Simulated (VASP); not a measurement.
# K (Fm-3m) in VASP: notebook

The runs below take K through single point, relaxation of cell and atoms, with PBE.

All numbers are computed with VASP 6.6.1; they aren't measurements. Logs are shortened: lines on timing, memory, paths and dates and some standing lists are left out, and cuts for length are marked.

## (1) The cell of the first run

Symmetry: Fm-3m, No. 225, cubic system. Conventional cell: a = 5.245 Å, b = 5.245 Å, c = 5.245 Å, α = 90.00°, β = 90.00°, γ = 90.00°. K (site symmetry m-3m) has 12 K at 3.71 Å within 4.9 Å.

This isn't the form of K at room conditions, which is bcc.

## (2) Single point, PBE

INCAR

```
PREC = Accurate
ENCUT = 500
EDIFF = 1E-6
ISMEAR = 0
SIGMA = 0.1
LREAL = False
LASPH = True
NELM = 120
ALGO = Normal
ISIF = 2
LWAVE = False
LCHARG = False
GGA = PE
NBANDS = 10
GGA_COMPAT = False
```

KPOINTS

```
regular mesh
0
Gamma
  6 6 6
```

POSCAR

```
K
1.0
    0.0000000000      2.6226778832      2.6226778832
    2.6226778832      0.0000000000      2.6226778832
    2.6226778832      2.6226778832      0.0000000000
K
1
Direct
    0.0000000000      0.0000000000      0.0000000000
```

Potentials or basis: VASP PAW PBE potentials, release 64 (K_sv).

Run with:

```sh
cat potpaw_PBE.64/K_sv/POTCAR > POTCAR
mpirun -np 1 vasp_std > vasp.out
```

OUTCAR:

```text
PREC = Accurate
   ENCUT = 500
   EDIFF = 1E-6
   ISMEAR = 0
   LREAL = False
   LASPH = True
   NELM = 120
   ISIF = 2
   GGA = PE

 ion  position               nearest neighbor table
   1  0.000  0.000  0.000-

  LATTYP: Found a face centered cubic cell.
 ALAT       =     5.2453557664

  Lattice vectors:

 A1 = (   0.0000000000,   2.6226778832,   2.6226778832)
 A2 = (   2.6226778832,   0.0000000000,   2.6226778832)
 A3 = (   2.6226778832,   2.6226778832,   0.0000000000)

Analysis of symmetry for initial positions (statically):
=====================================================================
 Subroutine PRICEL returns:
 Original cell was already a primitive cell.

 Routine SETGRP: Setting up the symmetry group for a
 face centered cubic supercell.

 Subroutine GETGRP returns: Found 48 space group operations
 (whereof 48 operations were pure point group operations)
 out of a pool of 48 trial point group operations.

The static configuration has the point symmetry O_h .

Analysis of symmetry for dynamics (positions and initial velocities):
=====================================================================
 Subroutine PRICEL returns:
 Original cell was already a primitive cell.

 Routine SETGRP: Setting up the symmetry group for a
 face centered cubic supercell.

 Subroutine GETGRP returns: Found 48 space group operations
 (whereof 48 operations were pure point group operations)
 out of a pool of 48 trial point group operations.

The dynamic configuration has the point symmetry O_h .

 Subroutine INISYM returns: Found 48 space group operations
 (whereof 48 operations are pure point group operations),
 and found     1 'primitive' translations

----------------------------------------------------------------------------------------

                                     Primitive cell

  volume of cell :      36.0799

  direct lattice vectors                    reciprocal lattice vectors
     0.000000000  2.622677883  2.622677883    -0.190644838  0.190644838  0.190644838
     2.622677883  0.000000000  2.622677883     0.190644838 -0.190644838  0.190644838
     2.622677883  2.622677883  0.000000000     0.190644838  0.190644838 -0.190644838

  length of vectors
     3.709026632  3.709026632  3.709026632     0.330206546  0.330206546  0.330206546

  position of ions in fractional coordinates (direct lattice)
     0.000000000  0.000000000  0.000000000

[... 61 lines left out ...]
   LNONCOLLINEAR =      F non collinear calculations
   LSORBIT =      F    spin-orbit coupling
   LASPH  =      T    aspherical Exc in radial PAW
   ENCUT  =  500.0 eV  36.75 Ry    6.06 a.u.   6.76  6.76  6.76*2*pi/ulx,y,z
   NELM   =    120;   NELMIN=  2; NELMDL= -5     # of ELM steps
   EDIFF  = 0.1E-05   stopping-criterion for ELM
   LREAL  =      F    real-space projection
[... 7 lines left out ...]
   TEBEG  =    0.0;   TEEND  =   0.0 temperature during run
   PSTRESS=    0.0 pullay stress
   NELECT =       9.0000    total number of electrons
   NUPDOWN=      -1.0000    fix difference up-down
   EMIN   =  10.00;   EMAX   =-10.00  energy-range for DOS
   EFERMI =   0.00;   METHOD = LEGACY
   ISMEAR =     0;   SIGMA  =   0.10  broadening in eV -4-tet -1-fermi 0-gaus
   EFERMI_NEDOS =   21; number of points for ismear=-14 and -15
   IALGO  =     38    algorithm
   IMIX   =      4    mixing-type and parameters
     AMIX     =   0.40;   BMIX     =  1.00
     AMIX_MAG =   1.60;   BMIX_MAG =  1.00
  volume/ion in A,a.u.               =      36.08       243.48
  Fermi-wavevector in a.u.,A,eV,Ry     =   1.030546  1.947450 14.449728  1.062025
  Thomas-Fermi vector in A             =   2.164650
   LORBIT       =      0    0 simple, 1 ext, 2 COOP (PROOUT), +10 PAW based schemes
   GGA     = PE    functional components
   LHFCALC =     F    Hartree Fock is set to
   AEXX    =    0.0000 exact exchange contribution
   IVDW    =     0    specifies the selected vdW correction
   LEPSILON=     F    determine dielectric tensor
   LRPA    =     F    only Hartree local field effects (RPA)
 non-spin polarized calculation
 Gauss-broadening in eV      SIGMA  =   0.10
  energy-cutoff  :      500.00
  volume of cell :       36.08
 maximum number of plane-waves:       941
   NGX = 13   NGY = 13   NGZ = 13

 number of electron       9.0000001 magnetization

 Free energy of the ion-electron system (eV)
  ---------------------------------------------------
  ext. energy  EPLUGINS =         0.00000000
  ---------------------------------------------------
  free energy    TOTEN  =        -0.37946311 eV

  energy without entropy =       -0.37397748  energy(sigma->0) =       -0.37672029

 E-fermi :   2.2052     XC(G=0):  -7.7234

 val. band max:        2.1478108778   @ k =   0.5000   0.3333   0.1667
 cond. band min:       2.3063092094   @ k =   0.5000   0.0000   0.0000
 fundamental gap:      0.1584983316
 Fermi energy:         2.2051801427

 k-point     1 :       0.0000    0.0000    0.0000
  band No.  band energies     occupation
      1     -29.9580      2.00000
      2     -13.1624      2.00000
      3     -13.1624      2.00000
      4     -13.1624      2.00000
      5      -1.0128      2.00000
      6       6.7951      0.00000
      7       6.7951      0.00000
      8       6.7951      0.00000
      9       8.7931      0.00000
     10       8.7931      0.00000
[... 183 lines left out ...]
 k-point    16 :      -0.3333    0.5000    0.1667
  band No.  band energies     occupation
      1     -29.8466      2.00000
      2     -13.6631      2.00000
      3     -13.4751      2.00000
      4     -13.3889      2.00000
      5       2.9458      0.00000
      6       4.1653      0.00000
      7       4.7399      0.00000
      8       7.5265      0.00000
      9      10.5541      0.00000
     10      10.8230      0.00000

------------------------ aborting loop because EDIFF is reached ----------------------------------------

  FORCE on cell =-STRESS in cart. coord.  units (eV):
  Direction    XX          YY          ZZ          XY          YZ          ZX
  --------------------------------------------------------------------------------------
  -------------------------------------------------------------------------------------
  Total        2.2270642      2.2270642      2.2270642      0.0000000      0.0000000      0.0000000
  in kB       98.8959414     98.8959414     98.8959414      0.0000000      0.0000000      0.0000000
  external PRESSURE =      98.8959414 kB  Pullay stress =       0.0000000 kB

 VOLUME and BASIS-vectors are now :
 -----------------------------------------------------------------------------
  energy-cutoff  :      500.00
  volume of cell :       36.08
      direct lattice vectors                 reciprocal lattice vectors
     0.000000000  2.622677883  2.622677883    -0.190644838  0.190644838  0.190644838
     2.622677883  0.000000000  2.622677883     0.190644838 -0.190644838  0.190644838
     2.622677883  2.622677883  0.000000000     0.190644838  0.190644838 -0.190644838

 POSITION                                       TOTAL-FORCE (eV/Angst)
 -----------------------------------------------------------------------------------
      0.00000      0.00000      0.00000         0.000000      0.000000     -0.000000
 -----------------------------------------------------------------------------------
    total drift:                               -0.000000     -0.000000     -0.000000

  FREE ENERGIE OF THE ION-ELECTRON SYSTEM (eV)
  ---------------------------------------------------
  free  energy   TOTEN  =        -0.3794631060 eV

  energy  without entropy=       -0.3739774824  energy(sigma->0) =       -0.37672029
```

OSZICAR:

```text
N       E                     dE             d eps       ncg     rms          rms(c)
DAV:   1     0.511487457882E+02    0.51149E+02   -0.39644E+03   320   0.742E+02
DAV:   2     0.108142879905E+01   -0.50067E+02   -0.49233E+02   348   0.213E+02
DAV:   3    -0.326471702374E+00   -0.14079E+01   -0.14025E+01   414   0.291E+01
DAV:   4    -0.379816556121E+00   -0.53345E-01   -0.53222E-01   424   0.465E+00
DAV:   5    -0.380747593798E+00   -0.93104E-03   -0.93043E-03   446   0.562E-01    0.546E+00
DAV:   6    -0.377749888192E+00    0.29977E-02   -0.12787E-02   404   0.952E-01    0.353E+00
DAV:   7    -0.379857078230E+00   -0.21072E-02   -0.18142E-02   426   0.107E+00    0.194E-01
DAV:   8    -0.379456201011E+00    0.40088E-03   -0.27039E-03   364   0.555E-01    0.763E-02
DAV:   9    -0.379459996655E+00   -0.37956E-05   -0.58696E-05   440   0.517E-02    0.240E-02
DAV:  10    -0.379462463593E+00   -0.24669E-05   -0.15402E-05   434   0.337E-02    0.337E-03
DAV:  11    -0.379463105958E+00   -0.64236E-06   -0.88002E-07   240   0.108E-02
   1 F= -.37946311E+00 E0= -.37672029E+00  d E =-.548562E-02
```

stdout:

```text
POSCAR found type information on POSCAR K
 POSCAR found :  1 types and       1 ions
 scaLAPACK will be used
 LDA part: xc-table for (Slater+PW92), standard interpolation
 POSCAR, INCAR and KPOINTS ok, starting setup
 FFT: planning ... GRIDC
 FFT: planning ... GRID_SOFT
 FFT: planning ... GRID
 WAVECAR not read
 entering main loop
```

Run time: 9.3 s. Hardware: 1 thread of Intel Xeon 8259CL, shared host; peak memory 0.15 GiB.

What came out:

```yaml
Free_energy: -0.3795 eV
Pressure: 9.9 GPa
Band_gap_on_the_k_mesh: zero (an odd number of electrons rules out a gap without spin polarisation)
```

Caveat: the cell stands under pressure.

## (3) Single point, PBE

This run uses another cell than the first one, of 73.44 Å³/atom.

INCAR

```
  PREC = Accurate
  ENCUT = 500
  EDIFF = 1E-6
  ISMEAR = 0
  SIGMA = 0.1
  LREAL = F
  LASPH = T
  NELM = 120
  ALGO = Normal
  ISIF = 2
  LWAVE = F
  LCHARG = F
  GGA = PE
  NBANDS = 10
  GGA_COMPAT = F
```

KPOINTS is that of step 2.

POSCAR

```
K
1.0
    0.0000000000      3.3238638383      3.3238638383
    3.3238638383      0.0000000000      3.3238638383
    3.3238638383      3.3238638383      0.0000000000
K
1
Direct
    0.0000000000      0.0000000000      0.0000000000
```

Potentials or basis: VASP PAW PBE potentials, release 64 (K_sv).

Run with:

```sh
cat potpaw_PBE.64/K_sv/POTCAR > POTCAR
mpirun -np 1 vasp_std > vasp.out
```

Wall time 21 s (1 thread of Intel Xeon 8259CL, shared host); peak memory 0.2 GiB.

It converged, with:

```yaml
Free_energy: -1.0422 eV
Pressure: 0.0 GPa
Band_gap_on_the_k_mesh: zero (an odd number of electrons rules out a gap without spin polarisation)
```

Levels at points of the mesh, in eV from the Fermi level:
| k point | band 3 | band 4 | band 5 | band 6 | band 7 | band 8 |
| --- | --- | --- | --- | --- | --- | --- |
| (0.00, 0.00, 0.00) | -15.48 | -15.48 | -2.06 | 4.31 | 4.31 | 4.31 |
| (0.50, 0.00, 0.00) | -15.49 | -15.49 | 0.43 | 0.65 | 4.10 | 4.10 |
| (0.50, 0.50, 0.00) | -15.50 | -15.50 | 1.01 | 1.48 | 2.44 | 5.03 |

## (4) Relaxation of cell and atoms, PBE

INCAR

```
PREC     = Accurate       # precision mode
ENCUT    = 500            # plane-wave cutoff, eV
EDIFF    = 1E-7           # SCF threshold, eV
ISMEAR   = 0              # smearing method
SIGMA    = 0.1            # smearing width, eV
LREAL    = F              # projectors in reciprocal space
LASPH    = T              # aspherical terms in the spheres
NELM     = 120            # most SCF steps
ALGO     = Normal         # electronic algorithm
ISIF     = 3              # what is computed and relaxed
LWAVE    = F              # write WAVECAR
LCHARG   = F              # write CHGCAR
GGA      = PE             # functional
IBRION   = 2              # ionic algorithm
NSW      = 80             # ionic steps
EDIFFG   = -0.05          # ionic threshold
GGA_COMPAT= F            
NELMIN   = 4
```

KPOINTS

```
Automatic mesh
0
Gamma
  6 6 6
```

POSCAR

```
K
1.0
    0.0000000000      2.6226778832      2.6226778832
    2.6226778832      0.0000000000      2.6226778832
    2.6226778832      2.6226778832      0.0000000000
K
1
Direct
    0.0000000000      0.0000000000      0.0000000000
```

Potentials or basis: VASP PAW PBE potentials, release 64 (K_sv).

Run with:

```sh
cat potpaw_PBE.64/K_sv/POTCAR > POTCAR
mpirun -np 1 vasp_std > vasp.out
```

OUTCAR:

```text
PREC = Accurate
   ENCUT = 500
   EDIFF = 1E-7
   ISMEAR = 0
   LREAL = F
   LASPH = T
   NELM = 120
   ISIF = 3
   GGA = PE
   IBRION = 2
   NSW = 80
   EDIFFG = -0.05
   NELMIN = 4

 ion  position               nearest neighbor table
   1  0.000  0.000  0.000-

  LATTYP: Found a face centered cubic cell.
 ALAT       =     5.2453557664

  Lattice vectors:

 A1 = (   0.0000000000,   2.6226778832,   2.6226778832)
 A2 = (   2.6226778832,   0.0000000000,   2.6226778832)
 A3 = (   2.6226778832,   2.6226778832,   0.0000000000)

Analysis of symmetry for initial positions (statically):
=====================================================================
 Subroutine PRICEL returns:
 Original cell was already a primitive cell.

[... 234 lines left out ...]
 cond. band min:       0.5391157602   @ k =   0.5000   0.1667   0.0000
 fundamental gap:      0.3788676731
 Fermi energy:         0.2206118559

 k-point     1 :       0.0000    0.0000    0.0000
  band No.  band energies     occupation
      1     -31.7115      2.00000
      2     -15.1427      2.00000
      3     -15.1427      2.00000
      4     -15.1427      2.00000
      5      -2.0985      2.00000
      6       4.7021      0.00000
      7       4.7021      0.00000
      8       4.7021      0.00000
[... 267 lines left out ...]
--------------------------------------- Ionic step        6  -------------------------------------------

 number of electron       9.0000003 magnetization

 Free energy of the ion-electron system (eV)
  ---------------------------------------------------
  ext. energy  EPLUGINS =         0.00000000
  ---------------------------------------------------
  free energy    TOTEN  =        -1.02989026 eV

  energy without entropy =       -1.02500222  energy(sigma->0) =       -1.02744624

 E-fermi :  -0.1590     XC(G=0):  -5.7185

 val. band max:       -0.2199317850   @ k =   0.5000   0.3333   0.1667
 cond. band min:       0.1335600308   @ k =   0.5000   0.1667   0.0000
 fundamental gap:      0.3534918158
 Fermi energy:        -0.1589503846

 k-point     1 :       0.0000    0.0000    0.0000
  band No.  band energies     occupation
      1     -32.1711      2.00000
      2     -15.6187      2.00000
      3     -15.6187      2.00000
      4     -15.6187      2.00000
      5      -2.2528      2.00000
      6       4.1794      0.00000
      7       4.1794      0.00000
      8       4.1794      0.00000
[... 191 lines left out ...]
  FREE ENERGIE OF THE ION-ELECTRON SYSTEM (eV)
  ---------------------------------------------------
  free  energy   TOTEN  =        -1.0298902614 eV

  energy  without entropy=       -1.0250022236  energy(sigma->0) =       -1.02744624

 reached required accuracy - stopping structural energy minimisation
```

CONTCAR:

```text
K
   1.00000000000000
    -0.0000000000000000    3.2946744818334706    3.2946744818334701
     3.2946744818334701   -0.0000000000000000    3.2946744818334701
     3.2946744818334701    3.2946744818334706    0.0000000000000000
  K
     1
Direct
     0.0000000000000000    0.0000000000000000    0.0000000000000000

  0.00000000E+00  0.00000000E+00  0.00000000E+00
```

Run time: 68 s. Hardware: 1 thread of Intel Xeon 8259CL, shared host; peak memory 0.15 GiB.

Results:

- Free energy: -1.0299 eV
- Relaxed volume: 71.53 Å³/atom
- Relaxed cell: a = 4.659 Å, b = 4.659 Å, c = 4.659 Å, α = 60.00°, β = 60.00°, γ = 60.00°
- Space group after relaxing (to 0.1 Å): Fm-3m (No. 225)
- Energy gained by relaxing: 650.4 meV/atom
- Ionic steps: 6
- Pressure after relaxing: 0.0 GPa
- Band gap on the k mesh: zero (an odd number of electrons rules out a gap without spin polarisation)

Step by step:
```tsv
step	energy change (eV)	largest force (eV/Å)	pressure (GPa)	volume (Å³)
1	0.0000	0.0000	9.90	36.08
2	-0.4790	0.0000	3.21	49.02
3	-0.6231	0.0000	0.92	61.15
4	-0.6062	0.0000	-0.60	91.09
5	-0.6484	0.0000	-0.18	75.40
6	-0.6504	0.0000	0.02	71.53
```

Final structure:
```
K
1.0
     0.00000    3.29467    3.29467
     3.29467    0.00000    3.29467
     3.29467    3.29467    0.00000
K
1
Direct
  0.00000 0.00000 0.00000
```

Caveat: the volume moved by over 15 % at a fixed basis, so the end points are rough.

## (5) Summary

```csv
task,cell,gap on the mesh (eV),pressure (GPa)
single point,"a = 3.709 Å, angles 60.0°, 1 atom",none,9.9
single point,"a = 4.701 Å, angles 60.0°, 1 atom",none,0.0
relaxation of cell and atoms,"relaxed from a = 3.709 Å, angles 60.0°, 1 atom",none,0.0
```

Alike in all rows: level PBE; potentials or basis VASP PAW PBE potentials, release 64 (K_sv); no spin polarisation; k mesh 6 × 6 × 6; cutoff (eV) 500; smearing gaussian 0.1 eV.

Caveats: the cell stands under pressure (at least some runs); the volume moved by over 15 % at a fixed basis, so the end points are rough (at least some runs).

Total energies depend on the potentials used, so only differences within one code and one set of settings carry meaning.
